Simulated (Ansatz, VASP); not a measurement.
## One calculation of YMnC4N4, two programs

File INCAR:

```
SYSTEM = YMnC4N4
  PREC = Accurate
  ENCUT = 520
  EDIFF = 1E-6
  ISMEAR = 0
  SIGMA = 0.1
  LREAL = .FALSE.
  LASPH = .TRUE.
  NELM = 150
  ALGO = Normal
  ISIF = 2
  LWAVE = .FALSE.
  LCHARG = .FALSE.
  ISPIN = 2
  MAGMOM = 0 4 0 0 0 0 0 0 0 0
  LORBIT = 11
  LMAXMIX = 4
  GGA = PE
  NBANDS = 45
```

File KPOINTS:

```
Automatic mesh
0
G
  4 4 4
  0 0 0
```

Contents of POSCAR:

```
YMnC4N4
1.0
    6.1406974600      0.0000000000      0.0000000000
    0.0000000000      6.1406974600      0.0000000000
    0.0000000000      0.0000000000      6.1406974600
Y Mn C N
1 1 4 4
Direct
    0.5000000000      0.5000000000      0.5000000000
    0.0000000000      0.0000000000      0.0000000000
    0.1822113600      0.1822113600      0.1822113600
    0.1822113600      0.8177886400      0.8177886400
    0.8177886400      0.1822113600      0.8177886400
    0.8177886400      0.8177886400      0.1822113600
    0.2922151200      0.2922151200      0.2922151200
    0.2922151200      0.7077848800      0.7077848800
    0.7077848800      0.2922151200      0.7077848800
    0.7077848800      0.7077848800      0.2922151200
```

Input for Ansatz:

```yaml
crystal:
  lattice:
    - [6.14069746, 0.0, 0.0]
    - [0.0, 6.14069746, 0.0]
    - [0.0, 0.0, 6.14069746]
  atoms:
    - { symbol: "Y", position: [0.5, 0.5, 0.5] }
    - { symbol: Mn, position: [0.0, 0.0, 0.0], spin: 4.0 }
    - { symbol: C, position: [0.18221136, 0.18221136, 0.18221136] }
    - { symbol: C, position: [0.18221136, 0.81778864, 0.81778864] }
    - { symbol: C, position: [0.81778864, 0.18221136, 0.81778864] }
    - { symbol: C, position: [0.81778864, 0.81778864, 0.18221136] }
    - { symbol: "N", position: [0.29221512, 0.29221512, 0.29221512] }
    - { symbol: "N", position: [0.29221512, 0.70778488, 0.70778488] }
    - { symbol: "N", position: [0.70778488, 0.29221512, 0.70778488] }
    - { symbol: "N", position: [0.70778488, 0.70778488, 0.29221512] }
basis:
  ecutwfc: 420
kpoints:
  mp_grid: { grid: [4, 4, 4] }
hamiltonian:
  xc: pbe
scf:
  occupations: { method: gaussian, width: 0.1 }
  lower_state_search: "off"
output:
  forces: true
  stress: true
  eigenvalues: true
  populations: true
magnetization:
  spin_polarized: true
```

Alike in both runs: task single point; functional PBE; k mesh 4 × 4 × 4; occupations gaussian, width 0.1 eV; collinear spin.

|  | VASP | Ansatz |
| --- | --- | --- |
| version | VASP 6.6.1 | Ansatz 0.2.0 |
| potentials or method | VASP PAW PBE potentials, release 64 (Y_sv, Mn_pv, C, N), cutoff 520 eV | scalar-relativistic, plane waves, PAW |
| valence electrons in the cell | 60 | 62 |

```tsv
	VASP	Ansatz	Ansatz less VASP
gap on the k mesh at the Fermi level (eV)	none	none	-
pressure (GPa)	3.6	3.3	-0.34
rms of the force components (eV/Å)	0.809	0.617	-0.1917
net moment per atom (μB)	0.40	0.40	0.000
size of the moment on the site where the two differ most (μB)	3.00	2.52	-0.478
```

Site moments also hang on the region over which each program counts them. Atom by atom the forces differ by 0.192 eV/Å (rms over components). A gap of «none» marks a metal or a gap that the smearing closes. VASP's potentials hold 60 valence electrons a cell and Ansatz's 62, so a difference there can come from the potentials and not from the codes.

Noted on VASP's run: the standard files for N, O and F lose accuracy on very short bonds.
